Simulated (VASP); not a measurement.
# Al (P6_3/mmc) in VASP: a series of runs

Al is run at these levels: LDA; tasks: single point.

All numbers are computed with VASP 6.6.1; they aren't measurements. Logs are shortened: lines on timing, memory, paths and dates and some standing lists are left out, and cuts for length are marked.

## 1. The cell of the first run

The structure is hexagonal, space group P6_3/mmc (No. 194). Conventional cell: a = 2.866 Å, b = 2.866 Å, c = 4.862 Å, α = 90.00°, β = 90.00°, γ = 120.00°. Al (site symmetry -6m2) has 12 Al at 2.87 to 2.94 Å within 3.8 Å.

## 2. Single point, LDA

The input, INCAR:

```
ALGO = Normal
EDIFF = 1E-6
ENCUT = 520
ISIF = 2
ISMEAR = 0
LASPH = T
LCHARG = F
LREAL = F
LWAVE = F
NBANDS = 10
NELM = 80
PREC = Accurate
SIGMA = 0.15
```

The input, KPOINTS:

```
k-points
0
Gamma
  18 18 10
```

The input, POSCAR:

```
Al
1.0
    2.8655000000      0.0000000000      0.0000000000
   -1.4327500000      2.4815957946      0.0000000000
    0.0000000000      0.0000000000      4.8620000000
Al
2
Direct
    0.6666666667      0.3333333333      0.7500000000
    0.3333333333      0.6666666667      0.2500000000
```

Potentials or basis: VASP PAW LDA potentials, release 64 (Al).

Launch:

```sh
> cat potpaw_LDA.64/Al/POTCAR > POTCAR
> mpirun -np 1 vasp_std > vasp.out
```

OUTCAR:

```text
EDIFF = 1E-6
   ENCUT = 520
   ISIF = 2
   ISMEAR = 0
   LASPH = T
   LREAL = F
   NELM = 80
   PREC = Accurate

 ion  position               nearest neighbor table
   1  0.667  0.333  0.750-   2 2.94   2 2.94   2 2.94   2 2.94   2 2.94   2 2.94
   2  0.333  0.667  0.250-   1 2.94   1 2.94   1 2.94   1 2.94   1 2.94   1 2.94

  LATTYP: Found a hexagonal cell.
 ALAT       =     2.8655000000
 C/A-ratio  =     1.6967370441

  Lattice vectors:

 A1 = (   2.8655000000,   0.0000000000,   0.0000000000)
 A2 = (  -1.4327500000,   2.4815957946,   0.0000000000)
 A3 = (   0.0000000000,   0.0000000000,   4.8620000000)

Analysis of symmetry for initial positions (statically):
=====================================================================
 Subroutine PRICEL returns:
 Original cell was already a primitive cell.

 Routine SETGRP: Setting up the symmetry group for a
 hexagonal supercell.

 Subroutine GETGRP returns: Found 24 space group operations
 (whereof 12 operations were pure point group operations)
 out of a pool of 24 trial point group operations.

The static configuration has the point symmetry D_3d.
 The point group associated with its full space group is D_6h.

Analysis of symmetry for dynamics (positions and initial velocities):
=====================================================================
 Subroutine PRICEL returns:
 Original cell was already a primitive cell.

 Routine SETGRP: Setting up the symmetry group for a
 hexagonal supercell.

 Subroutine GETGRP returns: Found 24 space group operations
 (whereof 12 operations were pure point group operations)
 out of a pool of 24 trial point group operations.

The dynamic configuration has the point symmetry D_3d.
 The point group associated with its full space group is D_6h.

 Subroutine INISYM returns: Found 24 space group operations
 (whereof 12 operations are pure point group operations),
 and found     1 'primitive' translations

----------------------------------------------------------------------------------------

                                     Primitive cell

  volume of cell :      34.5737

  direct lattice vectors                    reciprocal lattice vectors
     2.865500000  0.000000000  0.000000000     0.348979236  0.201483256  0.000000000
    -1.432750000  2.481595795  0.000000000     0.000000000  0.402966511  0.000000000
     0.000000000  0.000000000  4.862000000     0.000000000  0.000000000  0.205676676

  length of vectors
     2.865500000  2.865500000  4.862000000     0.402966511  0.402966511  0.205676676

  position of ions in fractional coordinates (direct lattice)
     0.666666667  0.333333333  0.750000000
     0.333333333  0.666666667  0.250000000

  ion indices of the primitive-cell ions
   primitive index   ion index
                 1           1
                 2           2

----------------------------------------------------------------------------------------

 KPOINTS: k-points

Automatic generation of k-mesh.
 Grid dimensions read from file:
 generate k-points for:   18   18   10

 Generating k-lattice:

  Cartesian coordinates                     Fractional coordinates (reciprocal lattice)
     0.019387735  0.011193514  0.000000000     0.055555556 -0.000000000  0.000000000
     0.000000000  0.022387028  0.000000000     0.000000000  0.055555556  0.000000000
     0.000000000  0.000000000  0.020567668     0.000000000  0.000000000  0.100000000

  Length of vectors
     0.022387028  0.022387028  0.020567668

  Shift w.r.t. Gamma in fractional coordinates (k-lattice)
     0.000000000  0.000000000  0.000000000

 Subroutine IBZKPT returns following result:
 ===========================================

 Found    222 irreducible k-points:

 Following reciprocal coordinates:
            Coordinates               Weight
  0.000000  0.000000  0.000000      1.000000
  0.055556  0.000000  0.000000      6.000000
  0.111111  0.000000  0.000000      6.000000
  0.166667  0.000000  0.000000      6.000000
  0.222222  0.000000  0.000000      6.000000
  0.277778  0.000000  0.000000      6.000000
[... 16 lines left out ...]
  0.333333  0.111111  0.000000     12.000000
  0.388889  0.111111  0.000000     12.000000
 [... further k-points ...]
   k-points           NKPTS =    222   k-points in BZ     NKDIM =    222   number of bands    NBANDS=     10
   number of dos      NEDOS =    301   number of ions     NIONS =      2
   total plane-waves  NPLWV =  20736
   dimension x,y,z NGX =    24 NGY =   24 NGZ =   36
   dimension x,y,z NGXF=    48 NGYF=   48 NGZF=   72
   ions per type =               2
   NGX,Y,Z   is equivalent  to a cutoff of  13.92, 13.92, 12.31 a.u.
   NGXF,Y,Z  is equivalent  to a cutoff of  27.85, 27.85, 24.62 a.u.
 SYSTEM =  unknown system
   PREC   = accura    normal or accurate (medium, high low for compatibility)
   ISTART =      0    job   : 0-new  1-cont  2-samecut
   ICHARG =      2    charge: 1-file 2-atom 10-const
   ISPIN  =      1    spin polarized calculation?
   LNONCOLLINEAR =      F non collinear calculations
   LSORBIT =      F    spin-orbit coupling
   LASPH  =      T    aspherical Exc in radial PAW
   ENCUT  =  520.0 eV  38.22 Ry    6.18 a.u.   5.33  5.33  9.04*2*pi/ulx,y,z
   NELM   =     80;   NELMIN=  2; NELMDL= -5     # of ELM steps
   EDIFF  = 0.1E-05   stopping-criterion for ELM
   LREAL  =      F    real-space projection
   EDIFFG = 0.1E-04   stopping-criterion for IOM
   NSW    =      0    number of steps for IOM
   IBRION =     -1    ionic relax: 0-MD 1-quasi-New 2-CG
   NFREE  =      0    steps in history (QN), initial steepest desc. (CG)
   ISIF   =      2    stress and relaxation
   ISYM   =      2    0-nonsym 1-usesym 2-fastsym
   POTIM  = 0.5000    time-step for ionic-motion
   TEBEG  =    0.0;   TEEND  =   0.0 temperature during run
   PSTRESS=    0.0 pullay stress
   NELECT =       6.0000    total number of electrons
   NUPDOWN=      -1.0000    fix difference up-down
   EMIN   =  10.00;   EMAX   =-10.00  energy-range for DOS
   EFERMI =   0.00;   METHOD = LEGACY
   ISMEAR =     0;   SIGMA  =   0.15  broadening in eV -4-tet -1-fermi 0-gaus
   EFERMI_NEDOS =   21; number of points for ismear=-14 and -15
   IALGO  =     38    algorithm
   IMIX   =      4    mixing-type and parameters
     AMIX     =   0.40;   BMIX     =  1.00
     AMIX_MAG =   1.60;   BMIX_MAG =  1.00
  volume/ion in A,a.u.               =      17.29       116.66
  Fermi-wavevector in a.u.,A,eV,Ry     =   0.913152  1.725607 11.345173  0.833847
  Thomas-Fermi vector in A             =   2.037631
   LORBIT       =      0    0 simple, 1 ext, 2 COOP (PROOUT), +10 PAW based schemes
   GGA     = CA    functional components
   LHFCALC =     F    Hartree Fock is set to
   AEXX    =    0.0000 exact exchange contribution
   IVDW    =     0    specifies the selected vdW correction
   LEPSILON=     F    determine dielectric tensor
   LRPA    =     F    only Hartree local field effects (RPA)
 non-spin polarized calculation
 Gauss-broadening in eV      SIGMA  =   0.15
  energy-cutoff  :      520.00
  volume of cell :       34.57
 maximum number of plane-waves:       948
 NGX is ok and might be reduce to    24
   NGX = 11   NGY = 11   NGZ = 19

 number of electron       6.0000000 magnetization

 Free energy of the ion-electron system (eV)
  ---------------------------------------------------
  ext. energy  EPLUGINS =         0.00000000
  ---------------------------------------------------
  free energy    TOTEN  =        -8.26781981 eV

  energy without entropy =       -8.25686843  energy(sigma->0) =       -8.26234412

 E-fermi :   7.2925     XC(G=0): -10.1729

 val. band max:        7.2889558903   @ k =   0.3333   0.2222   0.3000
 cond. band min:       7.2936927298   @ k =   0.3889   0.1667   0.2000
 fundamental gap:      0.0047368395
 Fermi energy:         7.2925137688

 k-point     1 :       0.0000    0.0000    0.0000
  band No.  band energies     occupation
      1      -3.4702      2.00000
      2       2.5235      2.00000
      3       2.7748      2.00000
      4      17.9825      0.00000
      5      17.9825      0.00000
      6      18.4567      0.00000
      7      18.4567      0.00000
      8      18.6227      0.00000
      9      19.7091      0.00000
     10      21.3166      0.00000

 k-point     2 :       0.0556    0.0000    0.0000
  band No.  band energies     occupation
      1      -3.3963      2.00000
      2       2.5963      2.00000
      3       2.8438      2.00000
      4      16.4723      0.00000
      5      17.1130      0.00000
      6      18.1121      0.00000
      7      19.3727      0.00000
      8      19.4548      0.00000
      9      19.7183      0.00000
     10      21.3113      0.00000

 k-point     3 :       0.1111    0.0000    0.0000
  band No.  band energies     occupation
      1      -3.1745      2.00000
      2       2.8142      2.00000
      3       3.0509      2.00000
      4      14.4471      0.00000
      5      16.1715      0.00000
      6      17.4639      0.00000
      7      19.1334      0.00000
      8      19.5137      0.00000
      9      20.3420      0.00000
     10      20.7764      0.00000

 k-point     4 :       0.1667    0.0000    0.0000
  band No.  band energies     occupation
      1      -2.8056      2.00000
      2       3.1751      2.00000
      3       3.3961      2.00000
      4      12.4265      0.00000
      5      15.3507      0.00000
      6      16.6371      0.00000
      7      17.7476      0.00000
      8      18.1072      0.00000
      9      20.1131      0.00000
     10      20.3738      0.00000
[... 222 lines left out ...]
 k-point    22 :       0.2778    0.1111    0.0000
  band No.  band energies     occupation
      1      -0.6129      2.00000
      2       5.2263      2.00000
      3       5.4617      2.00000
      4       7.1993      1.62058
      5      10.7380      0.00000
      6      12.9176      0.00000
      7      12.9493      0.00000
      8      16.3251      0.00000
      9      16.8839      0.00000
     10      18.2066      0.00000

 k-point    23 :       0.3333    0.1111    0.0000
  band No.  band energies     occupation
      1       0.3262      2.00000
      2       5.2638      2.00000
      3       6.3488      2.00000
      4       6.4595      2.00000
      5      10.2654      0.00000
      6      11.4020      0.00000
      7      11.5705      0.00000
      8      16.0262      0.00000
      9      16.5141      0.00000
     10      17.9110      0.00000

 k-point    24 :       0.3889    0.1111    0.0000
  band No.  band energies     occupation
      1       1.4001      2.00000
      2       3.9386      2.00000
      3       7.3187      0.80524
      4       7.3469      0.60824
      5       9.5362      0.00000
      6      10.0024      0.00000
      7      10.7390      0.00000
      8      15.8455      0.00000
      9      16.2950      0.00000
     10      17.7293      0.00000

 [... further k-points ...]

------------------------ aborting loop because EDIFF is reached ----------------------------------------

  FORCE on cell =-STRESS in cart. coord.  units (eV):
  Direction    XX          YY          ZZ          XY          YZ          ZX
  --------------------------------------------------------------------------------------
  -------------------------------------------------------------------------------------
  Total       -1.1469576     -1.1469576     -1.1452120      0.0000000     -0.0000000      0.0000000
  in kB      -53.1510126    -53.1510126    -53.0701209      0.0000000     -0.0000000      0.0000000
  external PRESSURE =     -53.1240487 kB  Pullay stress =       0.0000000 kB

 VOLUME and BASIS-vectors are now :
 -----------------------------------------------------------------------------
  energy-cutoff  :      520.00
  volume of cell :       34.57
      direct lattice vectors                 reciprocal lattice vectors
     2.865500000  0.000000000  0.000000000     0.348979236  0.201483256  0.000000000
    -1.432750000  2.481595795  0.000000000     0.000000000  0.402966511  0.000000000
     0.000000000  0.000000000  4.862000000     0.000000000  0.000000000  0.205676676

 POSITION                                       TOTAL-FORCE (eV/Angst)
 -----------------------------------------------------------------------------------
      1.43275      0.82720      3.64650        -0.000000     -0.000000      0.000000
     -0.00000      1.65440      1.21550         0.000000      0.000000      0.000000
 -----------------------------------------------------------------------------------
    total drift:                                0.000000     -0.000000     -0.000000

  FREE ENERGIE OF THE ION-ELECTRON SYSTEM (eV)
  ---------------------------------------------------
  free  energy   TOTEN  =        -8.2678198054 eV

  energy  without entropy=       -8.2568684287  energy(sigma->0) =       -8.26234412
```

It used 33 s of CPU time on 1 thread of AMD EPYC 7R13 Processor (Zen 3), on a shared host.

Results:

```yaml
Free_energy: -8.2678 eV
Pressure: -5.3 GPa
Band_gap_on_the_k_mesh: zero (band 3 reaches 11.02 eV, above the bottom of band 4 at 4.22 eV)
```

Levels at points of the mesh, in eV from the Fermi level:
```tsv
k point	band 1	band 2	band 3	band 4	band 5	band 6	band 7
(0.00, 0.00, 0.00)	-10.76	-4.77	-4.52	10.69	10.69	11.16	11.16
(0.50, 0.00, 0.00)	-5.00	-4.79	0.65	0.71	1.34	1.58	5.79
(0.00, 0.00, 0.50)	-9.21	-9.21	2.68	2.68	11.91	11.91	11.91
(0.50, 0.00, 0.50)	-3.67	-3.67	-3.08	-3.08	7.12	7.12	7.46
```

## 3. Single point, LDA

This run uses another cell than the first one, of 17.52 Å³/atom, 1.013 times its volume.

The input, INCAR:

```
  ALGO = Normal
  EDIFF = 1E-6
  ENCUT = 520
  GGA = CA
  ISIF = 2
  ISMEAR = 0
  LASPH = True
  LCHARG = True
  LELF = True
  LREAL = False
  LVHAR = True
  LWAVE = False
  NBANDS = 10
  NELM = 80
  PREC = Accurate
  SIGMA = 0.15
```

KPOINTS is that of step 2.

The input, POSCAR:

```
Al
1.0
    2.9986000000      0.0000000000      0.0000000000
   -1.4993000000      2.5968637758      0.0000000000
    0.0000000000      0.0000000000      4.4988000000
Al
2
Direct
    0.6666666667      0.3333333333      0.7500000000
    0.3333333333      0.6666666667      0.2500000000
```

Potentials or basis: VASP PAW LDA potentials, release 64 (Al).

Launch:

```sh
> cat potpaw_LDA.64/Al/POTCAR > POTCAR
> mpirun -np 1 vasp_std > vasp.out
```

It used 35 s of CPU time on 1 thread of AMD EPYC 7R13 Processor (Zen 3) (shared host).

It converged, with:

| Item | Value |
| --- | --- |
| Free energy | -8.2254 eV |
| Pressure | -5.5 GPa |
| Band gap on the k mesh | zero (band 3 reaches 12.36 eV, above the bottom of band 4 at 3.93 eV) |

Stress tensor (GPa, compression positive):
```
-6.84  0.00  0.00
 0.00 -6.84  0.00
 0.00  0.00 -2.88
```

Levels at points of the mesh, in eV from the Fermi level:
| k point | band 1 | band 2 | band 3 | band 4 | band 5 | band 6 |
| --- | --- | --- | --- | --- | --- | --- |
| (0.00, 0.00, 0.00) | -10.68 | -3.82 | -3.27 | 8.66 | 8.66 | 9.59 |
| (0.50, 0.00, 0.00) | -5.54 | -5.08 | 0.72 | 1.81 | 1.82 | 2.19 |
| (0.00, 0.00, 0.50) | -8.87 | -8.87 | 4.92 | 4.92 | 10.17 | 10.17 |
| (0.50, 0.00, 0.50) | -3.85 | -3.85 | -3.24 | -3.24 | 5.92 | 5.92 |

## 4. Single point, LDA

This run uses another cell than the first one, of 17.41 Å³/atom, 1.007 times its volume.

The input, INCAR:

```
ALGO = Normal
EDIFF = 1E-6
ENCUT = 520
GGA = CA
ISIF = 2
ISMEAR = 0
LASPH = True
LCHARG = False
LREAL = False
LWAVE = False
NBANDS = 10
NELM = 80
PREC = Accurate
SIGMA = 0.15
```

KPOINTS is that of step 3.

The input, POSCAR:

```
Al
1.0
    2.9006000000      0.0000000000      0.0000000000
   -1.4503000000      2.5119932862      0.0000000000
    0.0000000000      0.0000000000      4.7800000000
Al
2
Direct
    0.6666666667      0.3333333333      0.7500000000
    0.3333333333      0.6666666667      0.2500000000
```

Launch:

```sh
> cat potpaw_LDA.64/Al/POTCAR > POTCAR
> mpirun -np 1 vasp_std > vasp.out
```

It used 32 s of CPU time on 1 thread of AMD EPYC 7R13 Processor (Zen 3) (shared host).

The run converged. Its results:

```yaml
Free_energy: -8.2590 eV
Pressure: -5.8 GPa
Band_gap_on_the_k_mesh: zero (band 3 reaches 11.21 eV, above the bottom of band 4 at 4.10 eV)
```

Stress tensor (GPa, compression positive):
```
-5.73  0.00  0.00
 0.00 -5.73  0.00
 0.00  0.00 -5.82
```

Levels at points of the mesh, in eV from the Fermi level:
```tsv
k point	band 1	band 2	band 3	band 4	band 5	band 6
(0.00, 0.00, 0.00)	-10.72	-4.43	-4.36	10.15	10.15	10.75
(0.50, 0.00, 0.00)	-5.13	-4.85	0.63	0.94	1.51	1.61
(0.00, 0.00, 0.50)	-9.12	-9.12	3.16	3.16	11.45	11.45
(0.50, 0.00, 0.50)	-3.71	-3.71	-3.13	-3.13	6.79	6.79
```

(Part 1 of 2 ends here.)
